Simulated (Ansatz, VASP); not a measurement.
One calculation of NaI, two programs

File INCAR:

```
SYSTEM = NaI
PREC = Accurate
ENCUT = 520
EDIFF = 1E-7
ISMEAR = -1
SIGMA = 0.001
LREAL = .False.
LASPH = .True.
NELM = 80
ALGO = Normal
ISIF = 2
LWAVE = .False.
LCHARG = .False.
GGA = PS
NBANDS = 14
```

Contents of KPOINTS:

```
regular mesh
0
Gamma
  4 4 4
  0 0 0
```

Contents of POSCAR:

```
NaI
1.0
    0.0000000000      3.5431916648      3.5431916648
    3.5431916648      0.0000000000      3.5431916648
    3.5431916648      3.5431916648      0.0000000000
Na I
1 1
Direct
    0.0000000000      0.0000000000      0.0000000000
    0.2500000000      0.2500000000      0.2500000000
```

Input for Ansatz:

```yaml
crystal:
  lattice:
    - [0.0, 3.5431916648, 3.5431916648]
    - [3.5431916648, 0.0, 3.5431916648]
    - [3.5431916648, 3.5431916648, 0.0]
  atoms:
    - { symbol: Na, position: [0.0, 0.0, 0.0] }
    - { symbol: I, position: [0.25, 0.25, 0.25] }
kpoints:
  mp_grid: { grid: [4, 4, 4] }
hamiltonian:
  xc: pbesol
scf:
  occupations: { method: fermi_dirac, width: 0.001 }
  n_extra_bands: 4
output:
  forces: true
  stress: true
  eigenvalues: true
```

Alike in both runs: task single point; functional PBEsol; k mesh 4 × 4 × 4; occupations fermi-dirac, width 0.001 eV; no spin polarisation.

|  | VASP | Ansatz |
| --- | --- | --- |
| version | VASP 6.6.1 | Ansatz 0.2.0 |
| potentials or method | VASP PAW PBE potentials, release 64 (Na_pv, I) | plane waves |
| plane-wave cutoff (eV) | 520 | 420 |
| valence electrons in the cell | 14 | 26 |

Ansatz gave:

| Quantity | Value |
| --- | --- |
| gap on the k mesh at the Fermi level (eV) | 3.73 |
| pressure (GPa) | -0.1 |

**Question.** Which values does VASP return?

**Answer.** gap on the k mesh at the Fermi level (eV): 3.72; pressure (GPa): -0.1.

VASP's potentials were made for PBE, not for PBEsol. VASP's potentials hold 14 valence electrons a cell and Ansatz's 26, so a difference there can come from the potentials and not from the codes.

Spin-orbit coupling is off throughout.
